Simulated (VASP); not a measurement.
A run of VASP 6.6.1 is set up as follows.

Contents of INCAR:

```
SYSTEM = SiO2
PREC = Accurate ; ENCUT = 520
EDIFF = 1E-6 ; ISMEAR = -1
SIGMA = 0.02 ; LREAL = .FALSE.
LASPH = .TRUE. ; NELM = 100
ALGO = Normal ; ISIF = 2
LWAVE = .FALSE. ; LCHARG = .FALSE.
GGA = PS ; NBANDS = 25
```

The input KPOINTS:

```
regular mesh
0
G
  8 8 4
  0 0 0
```

Contents of POSCAR:

```
SiO2
1.0
    2.8205094036      0.0000000000      0.0000000000
    0.0000000000      2.8205094036      0.0000000000
    0.0000000000      0.0000000000      8.6458758266
Si O
2 4
Direct
    0.0000000000      0.0000000000      0.0000000000
    0.5000000000      0.5000000000      0.5000000000
    0.0000000000      0.5000000000      0.4011854645
    0.0000000000      0.5000000000      0.9011854645
    0.5000000000      0.0000000000      0.5988145355
    0.5000000000      0.0000000000      0.0988145355
```

Potentials or basis: VASP PAW PBE potentials, release 64 (Si, O).

The run is started by

```bash
$ cat potpaw_PBE.64/Si/POTCAR potpaw_PBE.64/O/POTCAR > POTCAR
$ mpirun -np 1 vasp_std > vasp.out
```

What does it give for the pressure?

0.8 GPa.

What does it give for the largest force?

0.059 eV/Å.

Forces in eV/Å, atoms in the order of the input:
```
Si   0.000  0.000  0.000
Si   0.000  0.000  0.000
O    0.000  0.000 -0.059
O    0.000  0.000 -0.059
O    0.000  0.000  0.059
O    0.000  0.000  0.059
```

Caveat: the PAW data sets were made with another functional, which shifts forces and pressure a little.
